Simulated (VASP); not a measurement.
# C (Fmmm) in VASP: notebook

The runs below take C through single point, with PBE.

Program: VASP 6.6.1. These are calculated values, not measurements. Logs are shortened: lines on timing, memory, paths and dates and some standing lists are left out, and cuts for length are marked.

## Step 1: The cell of the first run

Symmetry: Fmmm, No. 69, orthorhombic system. The conventional cell has a = 2.456 Å, b = 4.254 Å, c = 6.696 Å, α = 90.00°, β = 90.00°, γ = 90.00°. Within 1.9 Å of C (site symmetry m2m) lie 3 C at 1.42 Å.

## Step 2: Single point, PBE

INCAR

```
ALGO     = Normal         # electronic algorithm
EDIFF    = 1E-6           # SCF threshold, eV
ENCUT    = 520            # plane-wave cutoff, eV
GGA      = PE             # functional
ISIF     = 2              # what is computed and relaxed
ISMEAR   = 0              # smearing method
LASPH    = T              # aspherical terms in the spheres
LCHARG   = F              # write CHGCAR
LREAL    = F              # projectors in reciprocal space
LWAVE    = F              # write WAVECAR
NBANDS   = 11             # bands
NELM     = 100            # most SCF steps
PREC     = Accurate       # precision mode
SIGMA    = 0.01           # smearing width, eV
```

KPOINTS

```
k-points
0
Gamma
  14 14 14
```

POSCAR

```
C
1.0
    0.0000000000      2.1270000000      3.3480000000
    1.2280000000      0.0000000000      3.3480000000
    1.2280000000      2.1270000000      0.0000000000
C
2
Direct
    0.1666700000      0.8333300000      0.1666700000
    0.8333300000      0.1666700000      0.8333300000
```

Potentials or basis: VASP PAW PBE potentials, release 64 (C).

On the command line:

```console
$ cat potpaw_PBE.64/C/POTCAR > POTCAR
$ mpirun -np 1 vasp_std > vasp.out
```

OUTCAR:

```text
EDIFF = 1E-6
   ENCUT = 520
   GGA = PE
   ISIF = 2
   ISMEAR = 0
   LASPH = T
   LREAL = F
   NELM = 100
   PREC = Accurate

 ion  position               nearest neighbor table
   1  0.167  0.833  0.167-   2 1.42   2 1.42   2 1.42
   2  0.833  0.167  0.833-   1 1.42   1 1.42   1 1.42

  LATTYP: Found a face centered orthorhombic cell.
 ALAT       =     2.4560000000
 B/A-ratio  =     1.7320846906
 C/A-ratio  =     2.7263843648

  Lattice vectors:

 A1 = (   0.0000000000,   2.1270000000,   3.3480000000)
 A2 = (   1.2280000000,   0.0000000000,   3.3480000000)
 A3 = (   1.2280000000,   2.1270000000,   0.0000000000)

Analysis of symmetry for initial positions (statically):
=====================================================================
 Subroutine PRICEL returns:
 Original cell was already a primitive cell.

 Routine SETGRP: Setting up the symmetry group for a
 face centered orthorhombic supercell.

 Subroutine GETGRP returns: Found  8 space group operations
 (whereof  8 operations were pure point group operations)
 out of a pool of  8 trial point group operations.

The static configuration has the point symmetry D_2h.

Analysis of symmetry for dynamics (positions and initial velocities):
=====================================================================
 Subroutine PRICEL returns:
 Original cell was already a primitive cell.

 Routine SETGRP: Setting up the symmetry group for a
 face centered orthorhombic supercell.

 Subroutine GETGRP returns: Found  8 space group operations
 (whereof  8 operations were pure point group operations)
 out of a pool of  8 trial point group operations.

The dynamic configuration has the point symmetry D_2h.

 Subroutine INISYM returns: Found  8 space group operations
 (whereof  8 operations are pure point group operations),
 and found     1 'primitive' translations

----------------------------------------------------------------------------------------

                                     Primitive cell

  volume of cell :      17.4897

  direct lattice vectors                    reciprocal lattice vectors
     0.000000000  2.127000000  3.348000000    -0.407166124  0.235072873  0.149342891
     1.228000000  0.000000000  3.348000000     0.407166124 -0.235072873  0.149342891
     1.228000000  2.127000000  0.000000000     0.407166124  0.235072873 -0.149342891

  length of vectors
     3.966513961  3.566102635  2.456036034     0.493301943  0.493301943  0.493301943
[... 88 lines left out ...]
   ISYM   =      2    0-nonsym 1-usesym 2-fastsym
   POTIM  = 0.5000    time-step for ionic-motion
   TEBEG  =    0.0;   TEEND  =   0.0 temperature during run
   PSTRESS=    0.0 pullay stress
   NELECT =       8.0000    total number of electrons
   NUPDOWN=      -1.0000    fix difference up-down
   EMIN   =  10.00;   EMAX   =-10.00  energy-range for DOS
   EFERMI =   0.00;   METHOD = LEGACY
   ISMEAR =     0;   SIGMA  =   0.01  broadening in eV -4-tet -1-fermi 0-gaus
   EFERMI_NEDOS =   21; number of points for ismear=-14 and -15
   IALGO  =     38    algorithm
   IMIX   =      4    mixing-type and parameters
     AMIX     =   0.40;   BMIX     =  1.00
     AMIX_MAG =   1.60;   BMIX_MAG =  1.00
  volume/ion in A,a.u.               =       8.74        59.01
  Fermi-wavevector in a.u.,A,eV,Ry     =   1.261376  2.383654 21.647797  1.591068
  Thomas-Fermi vector in A             =   2.394838
   LORBIT       =      0    0 simple, 1 ext, 2 COOP (PROOUT), +10 PAW based schemes
   GGA     = PE    functional components
   LHFCALC =     F    Hartree Fock is set to
   AEXX    =    0.0000 exact exchange contribution
   IVDW    =     0    specifies the selected vdW correction
   LEPSILON=     F    determine dielectric tensor
   LRPA    =     F    only Hartree local field effects (RPA)
 non-spin polarized calculation
 Gauss-broadening in eV      SIGMA  =   0.01
  energy-cutoff  :      520.00
  volume of cell :       17.49
 maximum number of plane-waves:       499
 NGX is ok and might be reduce to    30
   NGX = 15   NGY = 13   NGZ =  9

 number of electron       8.0000000 magnetization

 Free energy of the ion-electron system (eV)
  ---------------------------------------------------
  ext. energy  EPLUGINS =         0.00000000
  ---------------------------------------------------
  free energy    TOTEN  =       -18.41596521 eV

  energy without entropy =      -18.41596521  energy(sigma->0) =      -18.41596521

 E-fermi :   4.9489     XC(G=0): -10.3581

 val. band max:        4.8785887612   @ k =   0.5000  -0.1429   0.3571
 cond. band min:       5.2338053356   @ k =  -0.1429   0.2143   0.2857
 fundamental gap:      0.3552165744
 Fermi energy:         4.9489008114

 k-point     1 :       0.0000    0.0000    0.0000
  band No.  band energies     occupation
      1     -14.9768      2.00000
      2      -1.8479      2.00000
      3       1.7553      2.00000
      4       1.7815      2.00000
      5       9.0246      0.00000
      6      13.1659      0.00000
      7      13.2373      0.00000
      8      16.2897      0.00000
      9      17.6337      0.00000
     10      27.5435      0.00000
     11      30.5383      0.00000
[... 309 lines left out ...]
 k-point    24 :       0.2857    0.1429    0.0000
  band No.  band energies     occupation
      1     -14.3771      2.00000
      2      -2.1418      2.00000
      3       0.0057      2.00000
      4       0.8695      2.00000
      5      11.5882      0.00000
      6      13.2896      0.00000
      7      14.7158      0.00000
      8      15.1395      0.00000
      9      18.5081      0.00000
     10      26.8834      0.00000
     11      28.8137      0.00000

 [... further k-points ...]

------------------------ aborting loop because EDIFF is reached ----------------------------------------

  FORCE on cell =-STRESS in cart. coord.  units (eV):
  Direction    XX          YY          ZZ          XY          YZ          ZX
  --------------------------------------------------------------------------------------
  -------------------------------------------------------------------------------------
  Total        0.6110108      0.6122070      0.4282274      0.0000000      0.0000000      0.0000000
  in kB       55.9729465     56.0825297     39.2286859      0.0000000      0.0000000      0.0000000
  external PRESSURE =      50.4280540 kB  Pullay stress =       0.0000000 kB

 VOLUME and BASIS-vectors are now :
 -----------------------------------------------------------------------------
  energy-cutoff  :      520.00
  volume of cell :       17.49
      direct lattice vectors                 reciprocal lattice vectors
     0.000000000  2.127000000  3.348000000    -0.407166124  0.235072873  0.149342891
     1.228000000  0.000000000  3.348000000     0.407166124 -0.235072873  0.149342891
     1.228000000  2.127000000  0.000000000     0.407166124  0.235072873 -0.149342891

 POSITION                                       TOTAL-FORCE (eV/Angst)
 -----------------------------------------------------------------------------------
      1.22800      0.70901      3.34800         0.000000      0.031229      0.000000
      1.22800      3.54499      3.34800         0.000000     -0.031229      0.000000
 -----------------------------------------------------------------------------------
    total drift:                               -0.000000     -0.000000     -0.000000

  FREE ENERGIE OF THE ION-ELECTRON SYSTEM (eV)
  ---------------------------------------------------
  free  energy   TOTEN  =       -18.4159652119 eV

  energy  without entropy=      -18.4159652119  energy(sigma->0) =      -18.41596521
```

stdout:

```text
POSCAR found type information on POSCAR C
 POSCAR found :  1 types and       2 ions
 scaLAPACK will be used
 LDA part: xc-table for (Slater+PW92), standard interpolation
 POSCAR, INCAR and KPOINTS ok, starting setup
 FFT: planning ... GRIDC
 FFT: planning ... GRID_SOFT
 FFT: planning ... GRID
 WAVECAR not read
 entering main loop
```

Run time: 33 s. Hardware: 1 thread of Intel Xeon 6975P-C (Granite Rapids), shared host; peak memory 0.18 GiB.

Results:

```
Free energy   : -18.4160 eV
Pressure      : 5.0 GPa
Largest force : 0.031 eV/Å
```

Forces on the atoms (eV/Å):
```
C    0.000  0.031  0.000
C    0.000 -0.031  0.000
```

Caveat: the cell stands under pressure; this functional lacks dispersion, which binds the layers, so the pressure and a relaxed spacing across them are unreliable.

## Step 3: Single point, PBE

INCAR

```
SYSTEM = C
  PREC = Accurate
  ENCUT = 520
  EDIFF = 1E-6
  ISMEAR = -1
  SIGMA = 0.3
  LREAL = .False.
  LASPH = .True.
  NELM = 100
  ALGO = Normal
  ISIF = 2
  LWAVE = .False.
  LCHARG = .False.
  GGA = PE
  NBANDS = 11
```

KPOINTS

```
regular mesh
0
Gamma
  14 14 14
  0 0 0
```

POSCAR is that of step 2.

Potentials or basis: VASP PAW PBE potentials, release 64 (C).

On the command line:

```console
$ cat potpaw_PBE.64/C/POTCAR > POTCAR
$ mpirun -np 1 vasp_std > vasp.out
```

Wall time 34 s (1 thread of Intel Xeon 6975P-C (Granite Rapids), shared host); peak memory 0.18 GiB.

Results (log left out):

```yaml
Free_energy: -18.4226 eV
Pressure: 5.1 GPa
Largest_force: 0.008 eV/Å
```

Forces on the atoms (eV/Å):
```
C    0.000 -0.008  0.000
C    0.000  0.008  0.000
```

Stress tensor (GPa, compression positive):
```
6.07 0.00 0.00
0.00 5.52 0.00
0.00 0.00 3.77
```

Levels at points of the mesh, in eV from the Fermi level:
```
           k point  band 1  band 2  band 3  band 4  band 5  band 6  band 7  band 8
(0.00, 0.00, 0.00)  -19.75   -6.62   -3.02   -3.00    4.25    8.39    8.46   11.51
(0.50, 0.00, 0.00)  -14.30  -13.30   -6.43   -2.39    1.64    7.49   12.59   13.74
(0.50, 0.50, 0.00)  -19.45   -8.61   -3.03   -3.01    8.36    8.42   10.57   11.66
(0.50, 0.00, 0.50)  -14.42  -13.38   -6.40   -1.62    2.50    7.70   11.23   11.49
(0.00, 0.50, 0.50)  -14.19  -13.21   -6.46   -3.07    0.94    7.30   13.88   17.52
```

Caveat: the cell stands under pressure; so wide a smearing shifts energies and pressures; this functional lacks dispersion, which binds the layers, so the pressure and a relaxed spacing across them are unreliable.

## Step 4: Single point, PBE

INCAR

```
SYSTEM = C
PREC = Accurate
ENCUT = 520
EDIFF = 1E-6
ISMEAR = 0
SIGMA = 0.02
LREAL = .FALSE.
LASPH = .TRUE.
NELM = 80
ALGO = Normal
ISIF = 2
LWAVE = .FALSE.
LCHARG = .TRUE.
GGA = PE
LELF = .TRUE.
LVHAR = .TRUE.
NBANDS = 11
```

KPOINTS

```
regular mesh
0
G
  16 16 16
  0 0 0
```

POSCAR is that of step 3.

Potentials or basis: VASP PAW PBE potentials, release 64 (C).

On the command line:

```console
$ cat potpaw_PBE.64/C/POTCAR > POTCAR
$ mpirun -np 1 vasp_std > vasp.out
```

OUTCAR:

```text
SYSTEM = C
   PREC = Accurate
   ENCUT = 520
   EDIFF = 1E-6
   ISMEAR = 0
   LREAL = .FALSE.
   LASPH = .TRUE.
   NELM = 80
   ISIF = 2
   GGA = PE

 ion  position               nearest neighbor table
   1  0.167  0.833  0.167-   2 1.42   2 1.42   2 1.42
   2  0.833  0.167  0.833-   1 1.42   1 1.42   1 1.42

  LATTYP: Found a face centered orthorhombic cell.
 ALAT       =     2.4560000000
 B/A-ratio  =     1.7320846906
 C/A-ratio  =     2.7263843648

  Lattice vectors:

 A1 = (   0.0000000000,   2.1270000000,   3.3480000000)
 A2 = (   1.2280000000,   0.0000000000,   3.3480000000)
 A3 = (   1.2280000000,   2.1270000000,   0.0000000000)

Analysis of symmetry for initial positions (statically):
=====================================================================
 Subroutine PRICEL returns:
 Original cell was already a primitive cell.

 Routine SETGRP: Setting up the symmetry group for a
 face centered orthorhombic supercell.

 Subroutine GETGRP returns: Found  8 space group operations
 (whereof  8 operations were pure point group operations)
 out of a pool of  8 trial point group operations.

The static configuration has the point symmetry D_2h.

Analysis of symmetry for dynamics (positions and initial velocities):
=====================================================================
 Subroutine PRICEL returns:
 Original cell was already a primitive cell.

 Routine SETGRP: Setting up the symmetry group for a
 face centered orthorhombic supercell.

 Subroutine GETGRP returns: Found  8 space group operations
 (whereof  8 operations were pure point group operations)
 out of a pool of  8 trial point group operations.

The dynamic configuration has the point symmetry D_2h.

 Subroutine INISYM returns: Found  8 space group operations
 (whereof  8 operations are pure point group operations),
 and found     1 'primitive' translations

[... 119 lines left out ...]
   GGA     = PE    functional components
   LHFCALC =     F    Hartree Fock is set to
   AEXX    =    0.0000 exact exchange contribution
   IVDW    =     0    specifies the selected vdW correction
   LEPSILON=     F    determine dielectric tensor
   LRPA    =     F    only Hartree local field effects (RPA)
 non-spin polarized calculation
 Gauss-broadening in eV      SIGMA  =   0.02
  energy-cutoff  :      520.00
  volume of cell :       17.49
 maximum number of plane-waves:       499
 NGX is ok and might be reduce to    30
   NGX = 15   NGY = 13   NGZ =  9

 number of electron       8.0000000 magnetization

 Free energy of the ion-electron system (eV)
  ---------------------------------------------------
  ext. energy  EPLUGINS =         0.00000000
  ---------------------------------------------------
  free energy    TOTEN  =       -18.41581826 eV

  energy without entropy =      -18.41581826  energy(sigma->0) =      -18.41581826

 E-fermi :   4.6520     XC(G=0): -10.3580

 val. band max:        4.5564047888   @ k =   0.4375  -0.1875   0.3125
 cond. band min:       4.7655192237   @ k =   0.0000   0.3125   0.3125
 fundamental gap:      0.2091144349
 Fermi energy:         4.6519551261

 k-point     1 :       0.0000    0.0000    0.0000
  band No.  band energies     occupation
      1     -14.9765      2.00000
      2      -1.8477      2.00000
      3       1.7567      2.00000
      4       1.7808      2.00000
      5       9.0247      0.00000
      6      13.1654      0.00000
      7      13.2384      0.00000
      8      16.2899      0.00000
      9      17.6339      0.00000
     10      27.5437      0.00000
     11      30.5388      0.00000
[... 309 lines left out ...]
 k-point    24 :      -0.0625    0.0625    0.0000
  band No.  band energies     occupation
      1     -14.6014      2.00000
      2      -1.4224      2.00000
      3       0.3984      2.00000
      4       1.0510      2.00000
      5       9.4776      0.00000
      6      13.3058      0.00000
      7      14.7046      0.00000
      8      14.9582      0.00000
      9      18.3775      0.00000
     10      27.4561      0.00000
     11      28.7187      0.00000

 [... further k-points ...]

------------------------ aborting loop because EDIFF is reached ----------------------------------------

  FORCE on cell =-STRESS in cart. coord.  units (eV):
  Direction    XX          YY          ZZ          XY          YZ          ZX
  --------------------------------------------------------------------------------------
  -------------------------------------------------------------------------------------
  Total        0.6553201      0.5650374      0.4327838      0.0000000      0.0000000      0.0000000
  in kB       60.0319914     51.7614512     39.6460841      0.0000000      0.0000000      0.0000000
  external PRESSURE =      50.4798422 kB  Pullay stress =       0.0000000 kB

 VOLUME and BASIS-vectors are now :
 -----------------------------------------------------------------------------
  energy-cutoff  :      520.00
  volume of cell :       17.49
      direct lattice vectors                 reciprocal lattice vectors
     0.000000000  2.127000000  3.348000000    -0.407166124  0.235072873  0.149342891
     1.228000000  0.000000000  3.348000000     0.407166124 -0.235072873  0.149342891
     1.228000000  2.127000000  0.000000000     0.407166124  0.235072873 -0.149342891

 POSITION                                       TOTAL-FORCE (eV/Angst)
 -----------------------------------------------------------------------------------
      1.22800      0.70901      3.34800         0.000000     -0.017493      0.000000
      1.22800      3.54499      3.34800         0.000000      0.017493      0.000000
 -----------------------------------------------------------------------------------
    total drift:                               -0.000000     -0.000000     -0.000000

  FREE ENERGIE OF THE ION-ELECTRON SYSTEM (eV)
  ---------------------------------------------------
  free  energy   TOTEN  =       -18.4158182587 eV

  energy  without entropy=      -18.4158182587  energy(sigma->0) =      -18.41581826
```

OSZICAR:

```text
N       E                     dE             d eps       ncg     rms          rms(c)
DAV:   1     0.651421048900E+00    0.65142E+00   -0.40982E+03 13895   0.647E+02
DAV:   2    -0.191888157234E+02   -0.19840E+02   -0.19019E+02 17861   0.119E+02
DAV:   3    -0.196378798278E+02   -0.44906E+00   -0.44830E+00 17293   0.146E+01
DAV:   4    -0.196394390218E+02   -0.15592E-02   -0.15591E-02 15949   0.106E+00
DAV:   5    -0.196394450410E+02   -0.60192E-05   -0.60186E-05 17323   0.599E-02    0.641E+00
DAV:   6    -0.187075545642E+02    0.93189E+00   -0.79952E-01 15633   0.516E+00    0.374E+00
DAV:   7    -0.184123944014E+02    0.29516E+00   -0.89848E-01 16162   0.552E+00    0.105E+00
DAV:   8    -0.184159423172E+02   -0.35479E-02   -0.19212E-02 15274   0.887E-01    0.116E-01
DAV:   9    -0.184157427742E+02    0.19954E-03   -0.55894E-04 16605   0.148E-01    0.522E-02
DAV:  10    -0.184158191057E+02   -0.76332E-04   -0.13469E-04 15473   0.804E-02    0.276E-02
DAV:  11    -0.184158182587E+02    0.84703E-06   -0.65774E-06 16764   0.145E-02
   1 F= -.18415818E+02 E0= -.18415818E+02  d E =-.269505E-14
```

Run time: 49 s. Hardware: 1 thread of Intel Xeon 6975P-C (Granite Rapids), shared host; peak memory 0.21 GiB.

What came out:

```
Free energy   : -18.4158 eV
Pressure      : 5.0 GPa
Largest force : 0.017 eV/Å
```

Forces on the atoms (eV/Å):
```
C    0.000 -0.017  0.000
C    0.000  0.017  0.000
```

Caveat: the cell stands under pressure; this functional lacks dispersion, which binds the layers, so the pressure and a relaxed spacing across them are unreliable.

## Step 5: Single point, PBE

INCAR

```
  PREC = Accurate
  ENCUT = 520
  EDIFF = 1E-7
  ISMEAR = 0
  SIGMA = 0.02
  LREAL = F
  LASPH = T
  NELM = 60
  ALGO = Normal
  ISIF = 2
  LWAVE = F
  LCHARG = F
  GGA = PE
  NBANDS = 11
```

KPOINTS

```
regular mesh
0
Gamma
  20 20 20
```

POSCAR is that of step 4.

On the command line:

```console
$ cat potpaw_PBE.64/C/POTCAR > POTCAR
$ mpirun -np 1 vasp_std > vasp.out
```

Wall time 1.8 min (1 thread of Intel Xeon 6975P-C (Granite Rapids), shared host); peak memory 0.28 GiB.

It converged, with:

```
Free energy   : -18.4156 eV
Pressure      : 5.1 GPa
Largest force : 0.022 eV/Å
```

Forces on the atoms (eV/Å):
```
C    0.000  0.022  0.000
C    0.000 -0.022  0.000
```

Stress tensor (GPa, compression positive):
```
5.69 0.00 0.00
0.00 5.55 0.00
0.00 0.00 3.96
```

Caveat: the cell stands under pressure; this functional lacks dispersion, which binds the layers, so the pressure and a relaxed spacing across them are unreliable.

## Step 6: The runs side by side

| k mesh | smearing | pressure (GPa) | largest force (eV/Å) |
| --- | --- | --- | --- |
| 14 × 14 × 14 | gaussian 0.01 eV | 5.0 | 0.03 |
| 14 × 14 × 14 | fermi-dirac 0.3 eV | 5.1 | 0.01 |
| 16 × 16 × 16 | gaussian 0.02 eV | 5.0 | 0.02 |
| 20 × 20 × 20 | gaussian 0.02 eV | 5.1 | 0.02 |

Alike in all rows: task single point; level PBE; potentials or basis VASP PAW PBE potentials, release 64 (C); no spin polarisation; cell as given; cutoff (eV) 520.

Caveats: the cell stands under pressure; this functional lacks dispersion, which binds the layers, so the pressure and a relaxed spacing across them are unreliable; so wide a smearing shifts energies and pressures (at least some runs).

Total energies depend on the potentials used, so only differences within one code and one set of settings carry meaning.
